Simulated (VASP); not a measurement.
Write the native input for VASP 6.6.1 that does the following.

```yaml
Task: relaxation of cell and atoms
Functional: r2SCAN
Potentials_or_basis: VASP PAW PBE potentials, release 64 (Be)
Cutoff: 600 eV
k_mesh: 24 × 24 × 14
Occupations: fermi-dirac, width 0.1 eV
Spin: no spin polarisation
Target_pressure: 94.7 GPa
Dipole_correction: no
Further_INCAR_settings: ALGO = Normal; EDIFF = 1e-06; IBRION = 2; EDIFFG = -0.002; NSW = 80; ISIF = 3
```

Be:

```xyz
2
Lattice="1.9750 0.0000 0.0000 -0.9875 1.7104 0.0000 0.0000 0.0000 3.1471" Properties=species:S:1:pos:R:3 pbc="T T T"
Be    0.0000    1.1403    0.7868
Be    0.9875    0.5701    2.3603
```

These files were run (other wordings do the same):

POSCAR

```
Be
1.0
    1.9749822089      0.0000000000      0.0000000000
   -0.9874911045      1.7103847649      0.0000000000
    0.0000000000      0.0000000000      3.1471131256
Be
2
Direct
    0.3333333333      0.6666666667      0.2500000000
    0.6666666667      0.3333333333      0.7500000000
```

INCAR.step1

```
  PREC = Accurate
  ENCUT = 600
  ISMEAR = -1
  SIGMA = 0.1
  LREAL = F
  LASPH = T
  NELM = 80
  GGA = PE
  ALGO = Normal
  EDIFF = 1E-4
  LWAVE = T
  LCHARG = F
```

INCAR.step2

```
  PREC = Accurate
  ENCUT = 600
  EDIFF = 1E-6
  ISMEAR = -1
  SIGMA = 0.1
  LREAL = F
  LASPH = T
  NELM = 80
  ALGO = Normal
  ISIF = 3
  LWAVE = F
  LCHARG = F
  METAGGA = R2SCAN
  LMIXTAU = T
  IBRION = 2
  NSW = 80
  EDIFFG = -0.002
  PSTRESS = 947.0
  ISTART = 1
```

KPOINTS

```
regular mesh
0
Gamma
  24 24 14
```

Potentials or basis: VASP PAW PBE potentials, release 64 (Be).

The run is started by

```sh
$ cat potpaw_PBE.64/Be/POTCAR > POTCAR
$ cp INCAR.step1 INCAR
$ mpirun -np 1 vasp_std > vasp.out
$ cp INCAR.step2 INCAR
$ mpirun -np 1 vasp_std > vasp.out
```

It gave:

```json
{
  "Relaxed volume": "5.32 Å³/atom",
  "Relaxed cell": "a = 1.974 Å, b = 1.974 Å, c = 3.155 Å, α = 90.00°, β = 90.00°, γ = 120.00°",
  "Space group after relaxing (to 0.1 Å)": "P6_3/mmc (No. 194)",
  "Energy change on relaxing (the run minimises the enthalpy)": "-5.7 meV/atom",
  "Ionic steps": "6",
  "Pressure after relaxing": "94.7 GPa",
  "Band gap on the k mesh": "zero (bands 2 and 3 overlap by 2.71 eV)"
}
```

Caveat: the cell is relaxed towards a set pressure, so the run minimises the enthalpy, not the energy; the PAW data sets were made with another functional, which shifts forces and pressure a little.

It took 2.7 min on 1 thread of Intel(R) Xeon(R) Platinum 8488C (Sapphire Rapids), with other jobs on the host, peak memory 0.15 GiB.
